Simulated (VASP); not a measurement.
KZnF3, 5 atoms in the cell. The typed cell holds 5 atoms: a = 4.052 Å, b = 4.052 Å, c = 4.059 Å, α = 90.00°, β = 86.57°, γ = 90.00°. 

* Program: VASP 6.6.1
* Task: single point
* Functional: PBEsol
* Potentials or basis: VASP PAW PBE potentials, release 64 (K_sv, Zn, F)
* Cutoff: 520 eV
* k mesh: 6 × 6 × 6
* Occupations: gaussian, width 0.02 eV
* Spin: no spin polarisation
* Dipole correction: no
* Further INCAR settings: ALGO = Normal; EDIFF = 1e-06; NBANDS = 29

Potentials or basis: VASP PAW PBE potentials, release 64 (K_sv, Zn, F).

The run is started by

```console
$ cat potpaw_PBE.64/K_sv/POTCAR potpaw_PBE.64/Zn/POTCAR potpaw_PBE.64/F/POTCAR > POTCAR
$ mpirun -np 1 vasp_std > vasp.out
```

Hardware: 1 thread of Intel(R) Xeon(R) Platinum 8375C CPU @ 2.90GHz (Ice Lake) (shared host).

How long does it take, and how much memory?

Wall time 100 s on 1 thread of Intel(R) Xeon(R) Platinum 8375C CPU @ 2.90GHz (Ice Lake) (shared host), peak memory 0.27 GiB. Counts: scf iterations 15, k points 80.
